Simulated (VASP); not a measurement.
# BiTe: single point with r2SCAN

The system is BiTe.

```
Bi Te
1.0
     0.00000    3.33205    3.33205
     3.33205    0.00000    3.33205
     3.33205    3.33205    0.00000
Bi Te
1 1
Direct
  0.00000 0.00000 0.00000
  0.50000 0.50000 0.50000
```

This cell differs from its parent crystal: strain +0.030 along x and y, +0.030 along z.

| Property | Result |
| --- | --- |
| Program | VASP 6.6.1 |
| Task | single point |
| Functional | r2SCAN |
| Potentials or basis | VASP PAW PBE potentials, release 64 (Bi_d, Te) |
| Cutoff | 520 eV |
| k mesh | 14 × 14 × 14 |
| Occupations | gaussian, width 0.15 eV |
| Spin | no spin polarisation |
| Dipole correction | no |
| Further INCAR settings | ALGO = Normal; EDIFF = 1e-07; NBANDS = 18 |

```json
{
  "Pressure": "-3.7 GPa",
  "Band gap on the k mesh": "zero (an odd number of electrons rules out a gap without spin polarisation)"
}
```

Levels at points of the mesh, in eV from the Fermi level:
```
           k point  band 6  band 7  band 8  band 9  band 10  band 11  band 12  band 13  band 14  band 15
(0.00, 0.00, 0.00)  -13.55   -8.65   -2.56   -2.56    -2.56     2.04     2.04     2.04     5.15     5.15
(0.50, 0.00, 0.00)  -11.72  -11.45   -1.93   -1.93    -1.67    -0.69    -0.57    -0.57     7.61     7.92
(0.50, 0.50, 0.00)  -11.96  -10.31   -5.37   -3.89    -3.89     2.81     3.33     3.33     4.58     8.76
```

Wall time 9.6 min on 1 thread of Intel Xeon 8259CL, with other jobs on the host, peak memory 0.31 GiB.

Caveat: the cell differs from its parent crystal (strain +0.030 along x and y, +0.030 along z); the cell stands under tension; the PAW data sets were made with another functional, which shifts forces and pressure a little; spin-orbit coupling is left out, which moves the levels of the heavy elements.
